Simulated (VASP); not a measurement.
Set up this calculation in VASP 6.6.1, as the native input.

```yaml
Task: single point
Functional: PBE
Potentials_or_basis: VASP PAW PBE potentials, release 64 (La, Ag, Se, F)
Cutoff: 520 eV
k_mesh: 6 × 6 × 3
Occupations: methfessel-paxton, width 0.0103 eV
Spin: no spin polarisation
Dipole_correction: no
Further_INCAR_settings: ALGO = Normal; EDIFF = 1e-07; NBANDS = 45
```

The structure of LaAgSeF lies in POSCAR:

```
LaAgSeF
1.0
    3.9033608293      0.0000000000      0.0000000000
    0.0000000000      3.9033608293      0.0000000000
    0.0000000000      0.0000000000      8.8763454608
La Ag Se F
2 2 2 2
Direct
    0.2500000000      0.2500000000      0.3273805368
    0.7500000000      0.7500000000      0.6726194632
    0.7500000000      0.2500000000      0.0000000000
    0.2500000000      0.7500000000      0.0000000000
    0.7500000000      0.7500000000      0.2239906772
    0.2500000000      0.2500000000      0.7760093228
    0.7500000000      0.2500000000      0.5000000000
    0.2500000000      0.7500000000      0.5000000000
```

These files were run (other wordings do the same):

INCAR

```
SYSTEM = LaAgSeF
PREC = Accurate
ENCUT = 520
EDIFF = 1E-7
ISMEAR = 1
SIGMA = 0.0103
LREAL = .FALSE.
LASPH = .TRUE.
NELM = 60
ALGO = Normal
ISIF = 2
LWAVE = .FALSE.
LCHARG = .FALSE.
GGA = PE
NBANDS = 45
```

KPOINTS

```
Automatic mesh
0
G
  6 6 3
  0 0 0
```

Potentials or basis: VASP PAW PBE potentials, release 64 (La, Ag, Se, F).

Command:

```console
$ cat potpaw_PBE.64/La/POTCAR potpaw_PBE.64/Ag/POTCAR potpaw_PBE.64/Se/POTCAR potpaw_PBE.64/F/POTCAR > POTCAR
$ mpirun -np 1 vasp_std > vasp.out
```

Results of the run:

```json
{"Pressure": "19.8 GPa", "Largest force": "0.012 eV/Å", "Band gap on the k mesh": "zero (bands 35 and 36 overlap by 1.45 eV)"}
```

Caveat: the cell stands under pressure; spin-orbit coupling is left out, which moves the levels of the heavy elements.

It took 2.5 min on 1 thread of Intel(R) Xeon(R) Platinum 8488C (Sapphire Rapids) (shared host), peak memory 0.32 GiB.
